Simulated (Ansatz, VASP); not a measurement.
One calculation of ZnSe, two programs

File INCAR:

```
ALGO = Normal
EDIFF = 1E-6
EDIFFG = -0.001
ENCUT = 600
IBRION = 2
ISIF = 3
ISMEAR = 0
LASPH = T
LCHARG = F
LREAL = F
LWAVE = F
NELM = 100
NSW = 80
PREC = Accurate
SIGMA = 0.01
```

The input KPOINTS:

```
k-points
0
Gamma
  8 8 8
```

POSCAR

```
ZnSe
1.0
    0.0000000000      2.7837680040      2.7837680040
    2.7837680040      0.0000000000      2.7837680040
    2.7837680040      2.7837680040      0.0000000000
Zn Se
1 1
Direct
    0.0000000000      0.0000000000      0.0000000000
    0.7500000000      0.7500000000      0.7500000000
```

Input for Ansatz:

```yaml
crystal:
  lattice:
    - [0.0, 2.7837680022, 2.7837680022]
    - [2.7837680022, 0.0, 2.7837680022]
    - [2.7837680022, 2.7837680022, 0.0]
  atoms:
    - { symbol: Zn, position: [0.0, 0.0, 0.0] }
    - { symbol: Se, position: [0.75, 0.75, 0.75] }
basis:
  ecutwfc: 420
kpoints:
  mp_grid: { grid: [8, 8, 8] }
hamiltonian:
  xc: lda
scf:
  occupations: { method: fixed }
output:
  forces: true
  stress: true
  eigenvalues: true
relax:
  adjacent_minimum: "off"
  f_tol: 0.001
  max_steps: 60
  cell: { stress_tol: 0.01 }
```

Alike in both runs: task relaxation of cell and atoms; functional LDA; k mesh 8 × 8 × 8; no spin polarisation.

|  | VASP | Ansatz |
| --- | --- | --- |
| version | VASP 6.6.1 | Ansatz 0.2.0 |
| potentials or method | VASP PAW LDA potentials, release 64 (Zn, Se), cutoff 600 eV | scalar-relativistic, plane waves, PAW |
| occupations | gaussian, width 0.01 eV | fixed |
| valence electrons in the cell | 18 | 28 |

|  | VASP | Ansatz | Ansatz less VASP |
| --- | --- | --- | --- |
| gap on the k mesh at the Fermi level, each at its own relaxed structure (eV) | 1.27 | 1.25 | -0.021 |
| relaxed volume (Å³/atom) | 21.67 | 21.57 | -0.098 |
| relaxed cell length with the largest relative difference (Å) | 3.943 | 3.937 | -0.0060 |

LDA's correlation is that of Perdew and Zunger in VASP and of Perdew and Wang (1992) in Ansatz. VASP's potentials hold 18 valence electrons a cell and Ansatz's 28, so a difference there can come from the potentials and not from the codes.
